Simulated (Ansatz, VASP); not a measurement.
TaSi: VASP beside Ansatz

INCAR

```
SYSTEM = TaSi
PREC = Accurate
ENCUT = 520
EDIFF = 1E-6
ISMEAR = -1
SIGMA = 0.05
LREAL = .FALSE.
LASPH = .TRUE.
NELM = 60
ALGO = Normal
ISIF = 2
LWAVE = .FALSE.
LCHARG = .TRUE.
GGA = PE
LELF = .TRUE.
LVHAR = .TRUE.
NBANDS = 14
```

Contents of KPOINTS:

```
Automatic mesh
0
G
  14 14 14
  0 0 0
```

The input POSCAR:

```
TaSi
1.0
    0.0000000000      2.4295332442      2.4295332442
    2.4295332442      0.0000000000      2.4295332442
    2.4295332442      2.4295332442      0.0000000000
Ta Si
1 1
Direct
    0.0000000000      0.0000000000      0.0000000000
    0.5000000000      0.5000000000      0.5000000000
```

Input for Ansatz:

```yaml
crystal:
  lattice:
    - [0.0, 2.4295332442, 2.4295332442]
    - [2.4295332442, 0.0, 2.4295332442]
    - [2.4295332442, 2.4295332442, 0.0]
  atoms:
    - { symbol: Ta, position: [0.0, 0.0, 0.0] }
    - { symbol: Si, position: [0.5, 0.5, 0.5] }
kpoints:
  mp_grid: { grid: [14, 14, 14] }
scf:
  occupations: { method: fermi_dirac, width: 0.05 }
hamiltonian:
  xc: pbe
  pseudopotentials: { kind: paw }
output:
  forces: true
  stress: true
  eigenvalues: true
  populations: true
```

Change from the starting cell: volume scaled by 0.84, PAW files.

Alike in both runs: task single point; functional PBE; k mesh 14 × 14 × 14; occupations fermi-dirac, width 0.05 eV; no spin polarisation.

|  | VASP | Ansatz |
| --- | --- | --- |
| version | VASP 6.6.1 | Ansatz 0.2.0 |
| potentials or method | VASP PAW PBE potentials, release 64 (Ta_pv, Si) | PAW with Ansatz's default frozen-core files, scalar-relativistic |
| plane-wave cutoff (eV) | 520 | 420 |
| valence electrons in the cell | 15 | 17 |

|  | VASP | Ansatz | Ansatz less VASP |
| --- | --- | --- | --- |
| pressure (GPa) | 40.1 | 39.7 | -0.40 |

Both programs put the cell under a high pressure, so it lies far from rest at this level. The functional is the same, so the differences come from potentials, cutoffs and numerics. VASP's potentials hold 15 valence electrons a cell and Ansatz's 17, so a difference there can come from the potentials and not from the codes.

Spin-orbit coupling is off throughout.
